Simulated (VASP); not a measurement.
Here is a VASP 6.6.1 calculation.

INCAR

```
ALGO = Normal
EDIFF = 1E-6
ENCUT = 520
GGA = PE
ISIF = 2
ISMEAR = 0
LASPH = True
LCHARG = False
LREAL = False
LWAVE = False
NBANDS = 18
NELM = 100
PREC = Accurate
SIGMA = 0.1
```

File KPOINTS:

```
k-points
0
Gamma
  6 6 4
```

Contents of POSCAR:

```
B3As2
1.0
    4.5435777774      0.0000000000      0.0000000000
   -2.2717888887      3.9348537793      0.0000000000
    0.0000000000      0.0000000000      4.7135445997
B As
3 2
Direct
    0.0000000000      0.0000000000      0.1690955809
    0.0000000000      0.0000000000      0.8309044191
    0.0000000000      0.0000000000      0.5000000000
    0.3333333333      0.6666666667      0.0000000000
    0.6666666667      0.3333333333      0.0000000000
```

Potentials or basis: VASP PAW PBE potentials, release 64 (B, As).

The run is started by

```console
$ cat potpaw_PBE.64/B/POTCAR potpaw_PBE.64/As/POTCAR > POTCAR
$ mpirun -np 1 vasp_std > vasp.out
```

Question: Predict the pressure.

Answer: 0.2 GPa.

Question: Estimate the largest force.

Answer: 0.003 eV/Å.

Forces in eV/Å, atoms in the order of the input:
```
B    0.000  0.000 -0.003
B    0.000  0.000  0.003
B    0.000  0.000  0.000
As   0.000  0.000  0.000
As   0.000  0.000  0.000
```
